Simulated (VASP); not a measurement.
Crystal: BeS.

```
Be S
1.0
     0.00000    2.43431    2.43431
     2.43431    0.00000    2.43431
     2.43431    2.43431    0.00000
Be S
1 1
Direct
  0.00000 0.00000 0.00000
  0.25000 0.25000 0.25000
```

Base run:

- Program: VASP 6.6.1
- Functional: r2SCAN
- Potentials or basis: VASP PAW PBE potentials, release 64 (Be, S)
- Cutoff: 520 eV
- k mesh: 8 × 8 × 8
- Occupations: gaussian, width 0.01 eV
- Spin: no spin polarisation

Its results: band gap on the k mesh 3.60 eV (least direct gap 6.26 eV); pressure 0.3 GPa.

Problem. The run is repeated on the same cell with these changes: functional from r2SCAN to PBE. What comes out?

Solution. Band gap on the k mesh 3.14 eV (least direct gap 5.67 eV); pressure 0.4 GPa.

Caveats: the PAW data sets were made with another functional, which shifts forces and pressure a little (at least some runs).

A k mesh can miss the band edges.
